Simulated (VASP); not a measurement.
Input of a VASP 6.6.1 run:

File INCAR:

```
SYSTEM = RbBr
  PREC = Accurate
  ENCUT = 520
  EDIFF = 1E-6
  ISMEAR = 0
  SIGMA = 0.05
  LREAL = .FALSE.
  LASPH = .TRUE.
  NELM = 60
  ALGO = Normal
  ISIF = 2
  LWAVE = .FALSE.
  LCHARG = .FALSE.
  GGA = PS
  NBANDS = 15
```

KPOINTS

```
regular mesh
0
G
  6 6 6
  0 0 0
```

Contents of POSCAR:

```
RbBr
1.0
    3.9197734350      0.0000000000      0.0000000000
    0.0000000000      3.9197734350      0.0000000000
    0.0000000000      0.0000000000      4.0229253675
Rb Br
1 1
Direct
    0.0000000000      0.0000000000      0.0000000000
    0.5000000000      0.5000000000      0.5000000000
```

Potentials or basis: VASP PAW PBE potentials, release 64 (Rb_sv, Br).

Command:

```bash
$ cat potpaw_PBE.64/Rb_sv/POTCAR potpaw_PBE.64/Br/POTCAR > POTCAR
$ mpirun -np 1 vasp_std > vasp.out
```

(1) What does it give for the band gap on the k mesh?

(2) What does it give for the pressure?

Answers

(1) 4.31 eV (least direct gap 4.46 eV).

(2) 2.0 GPa.

Caveat: the cell differs from its parent crystal (strain -0.050 along x and y, -0.025 along z); the PAW data sets were made with another functional, which shifts forces and pressure a little.
